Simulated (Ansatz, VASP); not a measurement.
Two plane-wave programs on ZrF

```
Zr F
1.0
     3.14198    0.00000    0.00000
    -1.57099    2.72104    0.00000
     0.00000    0.00000    7.62524
Zr F
2 2
Direct
  0.33333 0.66667 0.04350
  0.66667 0.33333 0.54350
  0.33333 0.66667 0.33860
  0.66667 0.33333 0.83860
```

Alike in both runs: functional PBE; k mesh 18 × 18 × 6; occupations gaussian, width 0.1 eV; no spin polarisation.

Ansatz relaxed the structure, and its values are those at the end. VASP's run is a single point on that final structure, the one shown.

|  | VASP | Ansatz |
| --- | --- | --- |
| version | VASP 6.6.1 | Ansatz 0.2.0 |
| potentials or method | VASP PAW PBE potentials, release 64 (Zr_sv, F), cutoff 520 eV | scalar-relativistic, plane waves, PAW |
| valence electrons in the cell | 38 | 38 |

|  | VASP | Ansatz | Ansatz less VASP |
| --- | --- | --- | --- |
| gap on the k mesh at the Fermi level (eV) | none | none | - |
| pressure (GPa) | 0.0 | 0.0 | +0.01 |

A gap of «none» marks a metal or a gap that the smearing closes.
